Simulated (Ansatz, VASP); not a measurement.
## One calculation of Au, two programs

File INCAR:

```
SYSTEM = Au
PREC = Accurate ; ENCUT = 600
EDIFF = 1E-6 ; ISMEAR = 0
SIGMA = 0.1 ; LREAL = .False.
LASPH = .True. ; NELM = 60
ALGO = Fast ; ISIF = 3
LWAVE = .False. ; LCHARG = .False.
GGA = PS ; IBRION = 2
NSW = 80 ; EDIFFG = -0.01
```

KPOINTS

```
regular mesh
0
Gamma
  18 18 10
  0 0 0
```

The input POSCAR:

```
Au
1.0
    2.8739572558      0.0000000000      0.0000000000
   -1.4369786279      2.4889199929      0.0000000000
    0.0000000000      0.0000000000      4.7624678114
Au
2
Direct
    0.3333333333      0.6666666667      0.2500000000
    0.6666666667      0.3333333333      0.7500000000
```

Input for Ansatz:

```yaml
crystal:
  lattice:
    - [2.8739572558, 0.0, 0.0]
    - [-1.4369786279, 2.4889199929, 0.0]
    - [0.0, 0.0, 4.7624678114]
  atoms:
    - { symbol: Au, position: [0.3333333333, 0.6666666667, 0.25] }
    - { symbol: Au, position: [0.6666666667, 0.3333333333, 0.75] }
basis:
  ecutwfc: 420
kpoints:
  mp_grid: { grid: [18, 18, 10] }
hamiltonian:
  xc: pbesol
scf:
  occupations: { method: gaussian, width: 0.1 }
output:
  forces: true
  stress: true
  eigenvalues: true
relax:
  adjacent_minimum: "off"
  f_tol: 0.01
  max_steps: 60
  cell: { stress_tol: 0.1 }
```

Alike in both runs: task relaxation of cell and atoms; functional PBEsol; k mesh 18 × 18 × 10; occupations gaussian, width 0.1 eV; no spin polarisation.

|  | VASP | Ansatz |
| --- | --- | --- |
| version | VASP 6.6.1 | Ansatz 0.2.0 |
| potentials or method | VASP PAW PBE potentials, release 64 (Au), cutoff 600 eV | scalar-relativistic, plane waves, PAW |
| valence electrons in the cell | 22 | 38 |

|  | VASP | Ansatz | Ansatz less VASP |
| --- | --- | --- | --- |
| gap on the k mesh at the Fermi level, each at its own relaxed structure (eV) | none | none | - |
| relaxed volume (Å³/atom) | 17.00 | 17.03 | +0.024 |
| relaxed cell length with the largest relative difference (Å) | 4.783 | 4.787 | +0.0033 |

VASP's potentials were made for PBE, not for PBEsol. A gap of «none» marks a metal or a gap that the smearing closes. VASP's potentials hold 22 valence electrons a cell and Ansatz's 38, so a difference there can come from the potentials and not from the codes.

Spin-orbit coupling is off throughout.
